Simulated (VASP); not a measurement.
Input of a VASP 6.6.1 run:

Contents of INCAR:

```
SYSTEM = La2O3
PREC = Accurate
ENCUT = 520
EDIFF = 1E-8
ISMEAR = 0
SIGMA = 0.01
LREAL = .FALSE.
LASPH = .TRUE.
NELM = 100
ALGO = Normal
ISIF = 2
LWAVE = .FALSE.
LCHARG = .FALSE.
IBRION = 8
NSW = 1
LEPSILON = .TRUE.
```

KPOINTS

```
Automatic mesh
0
G
  9 9 4
  0 0 0
```

The input POSCAR:

```
La2O3
1.0
    3.8830241453      0.0000000000      0.0000000000
   -1.9415120726      3.3627975533      0.0000000000
    0.0000000000      0.0000000000      5.9511616413
La O
2 3
Direct
    0.6666666667      0.3333333333      0.7560273781
    0.3333333333      0.6666666667      0.2439726219
    0.6666666667      0.3333333333      0.3534105431
    0.3333333333      0.6666666667      0.6465894569
    0.0000000000      0.0000000000      0.0000000000
```

Potentials or basis: VASP PAW LDA potentials, release 64 (La, O).

The run is started by

```console
$ cat potpaw_LDA.64/La/POTCAR potpaw_LDA.64/O/POTCAR > POTCAR
$ mpirun -np 1 vasp_std > vasp.out
```

Question: What does it give for the electronic dielectric tensor (diagonal)?

Answer: 4.93, 4.93, 4.88.

Question: What does it give for the Born charges (mean of the diagonal)?

Answer: La +4.11; O -2.77, -2.69 (each value once) e.

Question: What does it give for the highest phonon frequency at Γ, LO-TO splitting left out?

Answer: 448 cm⁻¹.

Born effective charge tensors (e):
atom 1, La
```
4.23 0.00 0.00
0.00 4.23 0.00
0.00 0.00 3.88
```
atom 2, La
```
4.23 0.00 0.00
0.00 4.23 0.00
0.00 0.00 3.88
```
atom 3, O
```
-2.85  0.00  0.00
 0.00 -2.85  0.00
 0.00  0.00 -2.59
```
atom 4, O
```
-2.85  0.00  0.00
 0.00 -2.85  0.00
 0.00  0.00 -2.59
```
atom 5, O
```
-2.74  0.00  0.00
 0.00 -2.74  0.00
 0.00  0.00 -2.58
```
